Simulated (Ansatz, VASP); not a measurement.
# Ti3S2 in VASP and in Ansatz

```
CELL_PARAMETERS angstrom
1.70218 0.98275 7.94487
-1.70218 0.98275 7.94487
0.00000 -1.96551 7.94487
ATOMIC_POSITIONS crystal
Ti 0.00000 0.00000 0.00000
Ti 0.21334 0.21334 0.21334
Ti 0.78666 0.78666 0.78666
S 0.39562 0.39562 0.39562
S 0.60438 0.60438 0.60438
```

Alike in both runs: functional PBE; k mesh 6 × 6 × 6; occupations gaussian, width 0.1 eV; no spin polarisation.

Ansatz relaxed the structure, and its values are those at the end. VASP's run is a single point on that final structure, the one shown.

|  | VASP | Ansatz |
| --- | --- | --- |
| version | VASP 6.6.1 | Ansatz 0.2.0 |
| potentials or method | VASP PAW PBE potentials, release 64 (Ti_sv, S), cutoff 520 eV | scalar-relativistic, plane waves, PAW |
| valence electrons in the cell | 48 | 48 |

Ansatz gave:

```
gap on the k mesh at the Fermi level (eV) : none
pressure (GPa)                            : 0.0
rms of the force components (eV/Å)        : 0.012
```

**Question.** What did VASP give for the same quantities?

**Answer.** gap on the k mesh at the Fermi level (eV): none; pressure (GPa): 0.1; rms of the force components (eV/Å): 0.011.

A gap of «none» marks a metal or a gap that the smearing closes. With one functional, cell and mesh, what is left measures potentials, basis and numerics.
